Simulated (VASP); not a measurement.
Crystal: B.

```
B
1.0
     3.09238    0.00000    0.00000
    -1.54619    2.67808    0.00000
     0.00000    0.00000    7.72079
B
9
Direct
  0.50000 0.50000 0.05659
  0.50000 0.00000 0.72325
  0.00000 0.50000 0.38992
  0.50000 0.50000 0.61008
  0.50000 0.00000 0.27675
  0.00000 0.50000 0.94341
  0.00000 0.00000 0.50000
  0.00000 0.00000 0.16667
  0.00000 0.00000 0.83333
```

| Item | Value |
| --- | --- |
| Program | VASP 6.6.1 |
| Task | relaxation of cell and atoms |
| Functional | PBE |
| Potentials or basis | VASP PAW PBE potentials, release 64 (B) |
| Cutoff | 600 eV |
| k mesh | 12 × 12 × 6 |
| Occupations | gaussian, width 0.1 eV |
| Spin | no spin polarisation |

At the start: pressure -0.1 GPa; volume 7.10 Å³/atom.

**Question.** Where does the relaxation end?

**Answer.** Over 23 steps the energy falls by 31.7 meV/atom and the volume is 6.67 Å³/atom (-6.2 %); space group P6_222 (No. 180, to 0.05 Å).

The path:
```csv
step,energy change (eV),largest force (eV/Å),pressure (GPa),volume (Å³)
1,0.0000,0.0940,-0.06,63.94
2,-0.0145,0.1175,-0.59,63.91
3,-0.0471,0.1603,-2.26,63.81
4,-0.0869,0.2884,-5.69,63.48
5,-0.0956,0.3440,-11.74,62.34
6,-0.0871,0.3420,-6.50,63.38
7,-0.1322,0.3979,-9.51,62.92
8,-0.1325,0.3831,-10.63,62.65
9,-0.1350,0.3981,-9.78,62.87
10,-0.1381,0.3951,-9.77,62.82
11,-0.1464,0.3854,-9.74,62.68
12,-0.1575,0.3633,-9.65,62.41
13,-0.1563,0.3166,-9.50,61.84
14,-0.1604,0.3416,-9.58,62.15
15,-0.1727,0.3329,-9.00,61.98
16,-0.2053,0.3064,-7.21,61.50
17,-0.2511,0.2510,-3.46,60.54
18,-0.2604,0.1247,4.86,58.65
19,-0.2704,0.1806,1.21,59.45
20,-0.2729,0.1646,1.10,59.49
21,-0.2791,0.1172,0.78,59.64
22,-0.2853,0.0289,0.17,59.93
23,-0.2856,0.0072,0.02,60.00
```

Final structure:
```
B
1.0
     3.22711    0.00000    0.00000
    -1.61355    2.79476    0.00000
     0.00000    0.00000    6.65319
B
9
Direct
  0.50000 0.50000 0.07441
  0.50000 0.00000 0.74108
  0.00000 0.50000 0.40775
  0.50000 0.50000 0.59225
  0.50000 0.00000 0.25892
  0.00000 0.50000 0.92559
  0.00000 0.00000 0.50000
  0.00000 0.00000 0.16667
  0.00000 0.00000 0.83333
```
